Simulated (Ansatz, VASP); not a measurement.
**SiC: VASP beside Ansatz**

The input POSCAR:

```
SiC
1.0
    3.0759836412      0.0000000000      0.0000000000
   -1.5379918206      2.6638799749      0.0000000000
    0.0000000000      0.0000000000      5.0478375069
Si C
2 2
Direct
    0.3333333333      0.6666666667     -0.0283507559
    0.6666666667      0.3333333333      0.4716492441
    0.3333333333      0.6666666667      0.4033507559
    0.6666666667      0.3333333333      0.9033507559
```

File INCAR.step1:

```
SYSTEM = SiC
PREC = Accurate ; ENCUT = 520
ISMEAR = 0 ; SIGMA = 0.01
LREAL = .False. ; LASPH = .True.
NELM = 80 ; NBANDS = 16
GGA = PE ; ALGO = Normal
EDIFF = 1E-4 ; LWAVE = .True.
LCHARG = .False.
```

The input INCAR.step2:

```
SYSTEM = SiC
PREC = Accurate ; ENCUT = 520
EDIFF = 1E-7 ; ISMEAR = 0
SIGMA = 0.01 ; LREAL = .False.
LASPH = .True. ; NELM = 80
ALGO = Normal ; ISIF = 2
LWAVE = .False. ; LCHARG = .False.
METAGGA = R2SCAN ; LMIXTAU = .True.
NBANDS = 16 ; ISTART = 1
```

Contents of KPOINTS:

```
regular mesh
0
Gamma
  12 12 6
  0 0 0
```

Input for Ansatz:

```yaml
crystal:
  lattice:
    - [3.0759836412, 0.0, 0.0]
    - [-1.5379918206, 2.6638799749, 0.0]
    - [0.0, 0.0, 5.0478375069]
  atoms:
    - { symbol: Si, position: [0.3333333333, 0.6666666667, -0.0283507559] }
    - { symbol: Si, position: [0.6666666667, 0.3333333333, 0.4716492441] }
    - { symbol: C, position: [0.3333333333, 0.6666666667, 0.4033507559] }
    - { symbol: C, position: [0.6666666667, 0.3333333333, 0.9033507559] }
basis:
  ecutwfc: 500
  xc_grid: 2
kpoints:
  mp_grid: { grid: [12, 12, 6] }
hamiltonian:
  xc: r2scan
  pseudopotentials: { kind: paw, azcp: { folder: soft_1 } }
scf:
  occupations: { method: fixed }
output:
  forces: true
  stress: true
  eigenvalues: true
  polarization: {}
```

Change from the starting cell: polar distortion scaled by 0.55.

Alike in both runs: task single point; functional r2SCAN; k mesh 12 × 12 × 6; no spin polarisation.

```csv
,VASP,Ansatz
version,VASP 6.6.1,Ansatz 0.2.0
potentials or method,"VASP PAW PBE potentials, release 64 (Si, C), cutoff 520 eV","scalar-relativistic, plane waves, PAW"
occupations,"gaussian, width 0.01 eV",fixed
valence electrons in the cell,16,16
```

```csv
,VASP,Ansatz,Ansatz less VASP
gap on the k mesh at the Fermi level (eV),1.72,1.72,-0.002
least direct gap on the mesh (eV),3.95,3.94,-0.011
pressure (GPa),5.1,5.4,+0.32
"traceless stress, the component that is largest in VASP (GPa)",-9.01,-9.23,-0.219
rms of the force components (eV/Å),1.413,1.412,-0.0007
```

VASP's potentials were made for PBE, not for r2SCAN. Atom by atom the forces differ by 0.001 eV/Å (rms over components).
